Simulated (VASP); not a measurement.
# SbAsSe4 (P4/mmm) in VASP: relaxation of cell and atoms with r2SCAN+rVV10

Aim: the relaxation of cell and atoms of SbAsSe4 with r2SCAN+rVV10.

Program: VASP 6.6.1. These are calculated values, not measurements. Logs are shortened: lines on timing, memory, paths and dates and some standing lists are left out, and cuts for length are marked.

### 1 The cell of the first run

Symmetry: P4/mmm, No. 123, tetragonal system. The conventional cell has a = 4.633 Å, b = 4.633 Å, c = 8.511 Å, α = 90.00°, β = 90.00°, γ = 90.00°. Within 4.9 Å of Sb (site symmetry 4/mmm) lie 16 Se at 3.48 to 4.85 Å and 4 Sb at 4.63 Å. As (site symmetry 4/mmm) has 6 Se at 2.32 to 3.07 Å within 3.1 Å. Within 3.1 Å of Se (site symmetry 4mm) lie 1 Se at 2.37 Å and 1 As at 3.07 Å. Within 3.1 Å of Se (site symmetry mmm) lie 2 As at 2.32 Å.

### 2 Relaxation of cell and atoms, r2SCAN+rVV10

The input, POSCAR:

```
SbAsSe4
1.0
    4.6326915142      0.0000000000      0.0000000000
    0.0000000000      4.6326915142      0.0000000000
    0.0000000000      0.0000000000      8.5109636958
Sb As Se
1 1 4
Direct
    0.0000000000      0.0000000000      0.0000000000
    0.5000000000      0.5000000000      0.5000000000
    0.5000000000      0.5000000000      0.8605427087
    0.5000000000      0.5000000000      0.1394572913
    0.5000000000      0.0000000000      0.5000000000
    0.0000000000      0.5000000000      0.5000000000
```

The input, INCAR.step1:

```
  ALGO = Normal
  EDIFF = 1E-4
  ENCUT = 600
  GGA = PE
  ISMEAR = -1
  LASPH = True
  LCHARG = False
  LREAL = False
  LWAVE = True
  NELM = 60
  PREC = Accurate
  SIGMA = 0.03
```

The input, INCAR.step2:

```
  ALGO = Normal
  BPARAM = 11.95
  CPARAM = 0.0093
  EDIFF = 1E-6
  EDIFFG = -0.01
  ENCUT = 600
  IBRION = 2
  ISIF = 3
  ISMEAR = -1
  ISTART = 1
  IVDW_NL = 2
  LASPH = True
  LCHARG = False
  LMIXTAU = True
  LREAL = False
  LUSE_VDW = True
  LWAVE = False
  METAGGA = R2SCAN
  NELM = 60
  NSW = 100
  PREC = Accurate
  SIGMA = 0.03
```

The input, KPOINTS:

```
k-points
0
Gamma
  6 6 4
```

Potentials or basis: VASP PAW PBE potentials, release 64 (Sb, As, Se).

Run with:

```sh
> cat potpaw_PBE.64/Sb/POTCAR potpaw_PBE.64/As/POTCAR potpaw_PBE.64/Se/POTCAR > POTCAR
> cp INCAR.step1 INCAR
> mpirun -np 1 vasp_std > vasp.out
> cp INCAR.step2 INCAR
> mpirun -np 1 vasp_std > vasp.out
```

OUTCAR:

```text
BPARAM = 11.95
   EDIFF = 1E-6
   EDIFFG = -0.01
   ENCUT = 600
   IBRION = 2
   ISIF = 3
   ISMEAR = -1
   ISTART = 1
   IVDW_NL = 2
   LASPH = True
   LREAL = False
   METAGGA = R2SCAN
   NELM = 60
   NSW = 100
   PREC = Accurate

 ion  position               nearest neighbor table
   1  0.000  0.000  0.000-
   2  0.500  0.500  0.500-   5 2.32   6 2.32   5 2.32   6 2.32
   3  0.500  0.500  0.861-   4 2.37
   4  0.500  0.500  0.139-   3 2.37
   5  0.500  0.000  0.500-   2 2.32   2 2.32
   6  0.000  0.500  0.500-   2 2.32   2 2.32

  LATTYP: Found a simple tetragonal cell.
 ALAT       =     4.6326915142
 C/A-ratio  =     1.8371531257

  Lattice vectors:

 A1 = (   4.6326915142,   0.0000000000,   0.0000000000)
 A2 = (   0.0000000000,   4.6326915142,   0.0000000000)
 A3 = (   0.0000000000,   0.0000000000,   8.5109636958)

Analysis of symmetry for initial positions (statically):
=====================================================================
 Subroutine PRICEL returns:
 Original cell was already a primitive cell.

 Routine SETGRP: Setting up the symmetry group for a
 simple tetragonal supercell.

 Subroutine GETGRP returns: Found 16 space group operations
 (whereof 16 operations were pure point group operations)
 out of a pool of 16 trial point group operations.

The static configuration has the point symmetry D_4h.

Analysis of symmetry for dynamics (positions and initial velocities):
=====================================================================
 Subroutine PRICEL returns:
 Original cell was already a primitive cell.

 Routine SETGRP: Setting up the symmetry group for a
 simple tetragonal supercell.

 Subroutine GETGRP returns: Found 16 space group operations
 (whereof 16 operations were pure point group operations)
 out of a pool of 16 trial point group operations.

The dynamic configuration has the point symmetry D_4h.

 Subroutine INISYM returns: Found 16 space group operations
 (whereof 16 operations are pure point group operations),
 and found     1 'primitive' translations

----------------------------------------------------------------------------------------

                                     Primitive cell

  volume of cell :     182.6609

  direct lattice vectors                    reciprocal lattice vectors
     4.632691514  0.000000000  0.000000000     0.215857239  0.000000000  0.000000000
     0.000000000  4.632691514  0.000000000     0.000000000  0.215857239  0.000000000
     0.000000000  0.000000000  8.510963696     0.000000000  0.000000000  0.117495508

  length of vectors
     4.632691514  4.632691514  8.510963696     0.215857239  0.215857239  0.117495508

  position of ions in fractional coordinates (direct lattice)
     0.000000000  0.000000000  0.000000000
     0.500000000  0.500000000  0.500000000
     0.500000000  0.500000000  0.860542709
     0.500000000  0.500000000  0.139457291
     0.500000000  0.000000000  0.500000000
     0.000000000  0.500000000  0.500000000

  ion indices of the primitive-cell ions
   primitive index   ion index
                 1           1
                 2           2
                 3           3
                 4           4
                 5           5
                 6           6

----------------------------------------------------------------------------------------

 KPOINTS: k-points

Automatic generation of k-mesh.
 Grid dimensions read from file:
 generate k-points for:    6    6    4

 Generating k-lattice:

  Cartesian coordinates                     Fractional coordinates (reciprocal lattice)
     0.035976207  0.000000000  0.000000000     0.166666667  0.000000000  0.000000000
     0.000000000  0.035976207  0.000000000     0.000000000  0.166666667  0.000000000
     0.000000000  0.000000000  0.029373877     0.000000000  0.000000000  0.250000000

  Length of vectors
     0.035976207  0.035976207  0.029373877

  Shift w.r.t. Gamma in fractional coordinates (k-lattice)
     0.000000000  0.000000000  0.000000000

 Subroutine IBZKPT returns following result:
 ===========================================

 Found     30 irreducible k-points:

 Following reciprocal coordinates:
            Coordinates               Weight
  0.000000  0.000000  0.000000      1.000000
  0.166667  0.000000  0.000000      4.000000
  0.333333  0.000000  0.000000      4.000000
  0.500000  0.000000  0.000000      2.000000
  0.166667  0.166667  0.000000      4.000000
  0.333333  0.166667  0.000000      8.000000
[... 16 lines left out ...]
  0.333333  0.000000  0.500000      4.000000
  0.500000  0.000000  0.500000      2.000000
 [... further k-points ...]
   k-points           NKPTS =     30   k-points in BZ     NKDIM =     30   number of bands    NBANDS=     21
   number of dos      NEDOS =    301   number of ions     NIONS =      6
   total plane-waves  NPLWV = 112000
   dimension x,y,z NGX =    40 NGY =   40 NGZ =   70
   dimension x,y,z NGXF=    80 NGYF=   80 NGZF=  140
   ions per type =               1   1   4
   NGX,Y,Z   is equivalent  to a cutoff of  14.35, 14.35, 13.67 a.u.
   NGXF,Y,Z  is equivalent  to a cutoff of  28.71, 28.71, 27.35 a.u.
 SYSTEM =  unknown system
   PREC   = accura    normal or accurate (medium, high low for compatibility)
   ISTART =      1    job   : 0-new  1-cont  2-samecut
   ICHARG =      0    charge: 1-file 2-atom 10-const
   ISPIN  =      1    spin polarized calculation?
   LNONCOLLINEAR =      F non collinear calculations
   LSORBIT =      F    spin-orbit coupling
   LASPH  =      T    aspherical Exc in radial PAW
   ENCUT  =  600.0 eV  44.10 Ry    6.64 a.u.   9.25  9.25 17.00*2*pi/ulx,y,z
   NELM   =     60;   NELMIN=  2; NELMDL=  0     # of ELM steps
   EDIFF  = 0.1E-05   stopping-criterion for ELM
   LREAL  =      F    real-space projection
   EDIFFG = -.1E-01   stopping-criterion for IOM
   NSW    =    100    number of steps for IOM
   IBRION =      2    ionic relax: 0-MD 1-quasi-New 2-CG
   NFREE  =      1    steps in history (QN), initial steepest desc. (CG)
   ISIF   =      3    stress and relaxation
   ISYM   =      2    0-nonsym 1-usesym 2-fastsym
   POTIM  = 0.5000    time-step for ionic-motion
   TEBEG  =    0.0;   TEEND  =   0.0 temperature during run
   PSTRESS=    0.0 pullay stress
   NELECT =      34.0000    total number of electrons
   NUPDOWN=      -1.0000    fix difference up-down
   EMIN   =  10.00;   EMAX   =-10.00  energy-range for DOS
   EFERMI =   0.00;   METHOD = LEGACY
   ISMEAR =    -1;   SIGMA  =   0.03  broadening in eV -4-tet -1-fermi 0-gaus
   EFERMI_NEDOS =   21; number of points for ismear=-14 and -15
   IALGO  =     38    algorithm
   IMIX   =      4    mixing-type and parameters
     AMIX     =   0.40;   BMIX     =  1.00
     AMIX_MAG =   1.60;   BMIX_MAG =  1.00
  volume/ion in A,a.u.               =      30.44       205.44
  Fermi-wavevector in a.u.,A,eV,Ry     =   0.934730  1.766383 11.887673  0.873719
  Thomas-Fermi vector in A             =   2.061564
   LORBIT       =      0    0 simple, 1 ext, 2 COOP (PROOUT), +10 PAW based schemes
   METAGGA = R2SCAN    functional components
   LHFCALC =     F    Hartree Fock is set to
   AEXX    =    0.0000 exact exchange contribution
   IVDW_NL    =     2    kernel type
   BPARAM     =11.9500
   IVDW    =     0    specifies the selected vdW correction
   LEPSILON=     F    determine dielectric tensor
   LRPA    =     F    only Hartree local field effects (RPA)
 conjugate gradient relaxation of ions
 non-spin polarized calculation
  energy-cutoff  :      600.00
  volume of cell :      182.66
 maximum number of plane-waves:      6144
 NGX is ok and might be reduce to    40
   NGX = 19   NGY = 19   NGZ = 33

--------------------------------------- Ionic step        1  -------------------------------------------

 number of electron      34.0000001 magnetization

 Free energy of the ion-electron system (eV)
  ---------------------------------------------------
  ext. energy  EPLUGINS =         0.00000000
  ---------------------------------------------------
  free energy    TOTEN  =       -92.28077170 eV

  energy without entropy =      -92.26545727  energy(sigma->0) =      -92.27311449

------------------------ aborting loop because EDIFF is reached ----------------------------------------

  FORCE on cell =-STRESS in cart. coord.  units (eV):
  Direction    XX          YY          ZZ          XY          YZ          ZX
  --------------------------------------------------------------------------------------
  -------------------------------------------------------------------------------------
  Total        1.1372096      1.1372096      0.5944432      0.0000000     -0.0000000     -0.0000000
  in kB        9.9748323      9.9748323      5.2140526      0.0000000     -0.0000000     -0.0000000
  external PRESSURE =       8.3879057 kB  Pullay stress =       0.0000000 kB
[... 101 lines left out ...]
  FREE ENERGIE OF THE ION-ELECTRON SYSTEM (eV)
  ---------------------------------------------------
  free  energy   TOTEN  =       -92.2903119721 eV

  energy  without entropy=      -92.2748075060  energy(sigma->0) =      -92.28255974

[... ionic steps 4 to 7 ...]

--------------------------------------- Ionic step        8  -------------------------------------------

 number of electron      34.0000000 magnetization

------------------------ aborting loop because EDIFF is reached ----------------------------------------

  FORCE on cell =-STRESS in cart. coord.  units (eV):
  Direction    XX          YY          ZZ          XY          YZ          ZX
  --------------------------------------------------------------------------------------
  -------------------------------------------------------------------------------------
  Total        0.0495625      0.0495625      0.0108472      0.0000000      0.0000000      0.0000000
  in kB        0.4145835      0.4145835      0.0907349      0.0000000      0.0000000      0.0000000
  external PRESSURE =       0.3066340 kB  Pullay stress =       0.0000000 kB
[... 65 lines left out ...]
  energy  without entropy=      -92.2924167790  energy(sigma->0) =      -92.29974855

--------------------------------------- Ionic step       10  -------------------------------------------

 number of electron      34.0000000 magnetization

 Free energy of the ion-electron system (eV)
  ---------------------------------------------------
  ext. energy  EPLUGINS =         0.00000000
  ---------------------------------------------------
  free energy    TOTEN  =       -92.30709690 eV

  energy without entropy =      -92.29235721  energy(sigma->0) =      -92.29972706

 E-fermi :   1.9245     XC(G=0):  -8.7841

 val. band max:        1.8980726118   @ k =   0.5000   0.0000   0.0000
 cond. band min:       1.9402238242   @ k =   0.3333   0.1667   0.5000
 fundamental gap:      0.0421512124
 Fermi energy:         1.9244623439

 k-point     1 :       0.0000    0.0000    0.0000
  band No.  band energies     occupation
      1     -14.4180      2.00000
      2     -12.7533      2.00000
      3     -10.3852      2.00000
      4      -9.6197      2.00000
      5      -6.8039      2.00000
      6      -5.3650      2.00000
[... 550 lines left out ...]
      5      -7.5186      2.00000
      6      -7.2854      2.00000
[... 13 lines left out ...]
     20       3.3634      0.00000
     21       3.4661      0.00000

 [... further k-points ...]

------------------------ aborting loop because EDIFF is reached ----------------------------------------

  FORCE on cell =-STRESS in cart. coord.  units (eV):
  Direction    XX          YY          ZZ          XY          YZ          ZX
  --------------------------------------------------------------------------------------
  -------------------------------------------------------------------------------------
  Total        0.0221507      0.0221507      0.0132236      0.0000000     -0.0000000     -0.0000000
  in kB        0.1852357      0.1852357      0.1105828      0.0000000     -0.0000000     -0.0000000
  external PRESSURE =       0.1603514 kB  Pullay stress =       0.0000000 kB
[... 21 lines left out ...]
  FREE ENERGIE OF THE ION-ELECTRON SYSTEM (eV)
  ---------------------------------------------------
  free  energy   TOTEN  =       -92.3070969047 eV

  energy  without entropy=      -92.2923572068  energy(sigma->0) =      -92.29972706

 reached required accuracy - stopping structural energy minimisation
```

Run time: 1.7 h. Hardware: 1 thread of Oxide Virtual Turin-like, shared host; peak memory 0.83 GiB.

Results:

```
Free energy                           : -92.3071 eV
Relaxed volume                        : 31.93 Å³/atom
Relaxed cell                          : a = 4.652 Å, b = 4.652 Å, c = 8.854 Å, α = 90.00°, β = 90.00°, γ = 90.00°
Space group after relaxing (to 0.1 Å) : P4/mmm (No. 123)
Energy gained by relaxing             : 4.4 meV/atom
Ionic steps                           : 10
Pressure after relaxing               : 0.0 GPa
Largest force after relaxing          : 0.007 eV/Å
Band gap on the k mesh                : zero (bands 17 and 18 overlap by 0.77 eV)
```

Forces in eV/Å, atoms in the order of the input:
```
Sb   0.000  0.000  0.000
As   0.000  0.000  0.000
Se   0.000  0.000 -0.007
Se   0.000  0.000  0.007
Se   0.000  0.000  0.000
Se   0.000  0.000  0.000
```

The path:
| step | energy change (eV) | largest force (eV/Å) | pressure (GPa) | volume (Å³) |
| --- | --- | --- | --- | --- |
| 1 | 0.0000 | 0.1285 | 0.84 | 182.66 |
| 2 | -0.0087 | 0.1094 | -0.22 | 186.91 |
| 3 | -0.0095 | 0.1132 | 0.01 | 185.91 |
| 4 | -0.0123 | 0.0925 | 0.02 | 186.45 |
| 5 | -0.0197 | 0.0157 | 0.05 | 188.07 |
| 6 | -0.0243 | 0.2246 | 0.21 | 191.29 |
| 7 | -0.0249 | 0.1589 | 0.16 | 190.46 |
| 8 | -0.0263 | 0.0110 | 0.03 | 191.54 |
| 9 | -0.0263 | 0.0110 | 0.03 | 191.54 |
| 10 | -0.0263 | 0.0074 | 0.02 | 191.59 |

Final structure:
```
Sb As Se
1.0
     4.65184    0.00000    0.00000
     0.00000    4.65184    0.00000
     0.00000    0.00000    8.85367
Sb As Se
1 1 4
Direct
  0.00000 0.00000 0.00000
  0.50000 0.50000 0.50000
  0.50000 0.50000 0.86703
  0.50000 0.50000 0.13297
  0.50000 0.00000 0.50000
  0.00000 0.50000 0.50000
```

Levels at points of the mesh, in eV from the Fermi level:
```tsv
k point	band 14	band 15	band 16	band 17	band 18	band 19	band 20	band 21
(0.00, 0.00, 0.00)	-0.46	-0.45	-0.45	-0.38	-0.38	1.75	1.75	1.82
(0.50, 0.00, 0.00)	-1.83	-1.26	-0.73	-0.25	-0.03	0.84	0.96	1.66
(0.50, 0.50, 0.00)	-1.24	-0.49	-0.49	-0.38	1.40	1.44	1.44	2.10
(0.00, 0.00, 0.50)	-0.46	-0.46	-0.39	-0.30	-0.30	1.73	1.73	2.10
(0.50, 0.00, 0.50)	-1.78	-1.59	-0.69	-0.19	-0.03	0.84	1.44	1.54
(0.50, 0.50, 0.50)	-1.03	-1.03	-0.73	-0.31	1.40	1.46	1.46	2.09
```

Caveat: the PAW data sets were made with another functional, which shifts forces and pressure a little; spin-orbit coupling is left out, which moves the levels of the heavy elements.

The gap in the log of VASP goes by the Fermi energy; the results here count the filled bands.